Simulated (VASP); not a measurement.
**HPbNO4: single point with RPBE**

HPbNO4:

```
H Pb N O
1.0
     3.85404    0.14384    0.09012
    -0.25320    5.52698    0.16471
    -0.48197   -1.92720    5.72025
H Pb N O
1 1 1 4
Cartesian
  -0.0083 2.5983 3.2335
  2.1473 2.6778 1.0046
  2.8237 3.6046 5.7249
  -0.4057 -0.9417 5.0623
  2.7256 -0.0852 0.8025
  -0.5912 2.3982 5.1009
  0.1280 2.5704 2.2622
```

- Program: VASP 6.6.1
- Task: single point
- Functional: RPBE
- Potentials or basis: VASP PAW PBE potentials, release 64 (H, Pb_d, N, O)
- Cutoff: 520 eV
- k mesh: 5 × 4 × 4
- Occupations: fermi-dirac, width 0.05 eV
- Spin: no spin polarisation

```json
{
 "Pressure": "2.5 GPa",
 "Largest force": "0.771 eV/Å",
 "Band gap on the k mesh": "3.16 eV, indirect (least direct gap 3.24 eV)"
}
```

Forces on the atoms (eV/Å):
```
H    0.017 -0.004 -0.029
Pb  -0.062 -0.004 -0.052
N   -0.023 -0.089  0.003
O    0.222  0.665 -0.321
O   -0.396 -0.035  0.522
O    0.211 -0.527 -0.281
O    0.030 -0.007  0.157
```

Stress tensor (GPa, compression positive):
```
 2.29  0.07 -0.81
 0.07  3.07  0.05
-0.81  0.05  2.06
```

Levels at points of the mesh, in eV from the valence-band top:
| k point | band 19 | band 20 | band 21 | band 22 | band 23 | band 24 | band 25 | band 26 |
| --- | --- | --- | --- | --- | --- | --- | --- | --- |
| (0.00, 0.00, 0.00) | -1.72 | -1.49 | -0.70 | -0.44 | 3.48 | 4.45 | 5.91 | 6.02 |
| (0.00, 0.50, 0.00) | -1.50 | -1.16 | -0.87 | -0.59 | 3.54 | 4.41 | 4.77 | 7.48 |
| (0.00, 0.00, 0.50) | -1.53 | -1.30 | -0.74 | -0.42 | 3.31 | 3.88 | 5.89 | 7.26 |
| (0.00, 0.50, 0.50) | -1.55 | -1.04 | -0.84 | -0.57 | 3.51 | 4.14 | 4.78 | 7.43 |

It took 110 s on 1 thread of Intel(R) Xeon(R) Platinum 8488C (Sapphire Rapids), on a shared host, peak memory 0.32 GiB.

Caveat: the standard files for N, O and F lose accuracy on very short bonds; the PAW data sets were made with another functional, which shifts forces and pressure a little; spin-orbit coupling is left out, which moves the levels of the heavy elements. A k mesh can miss the band edges.
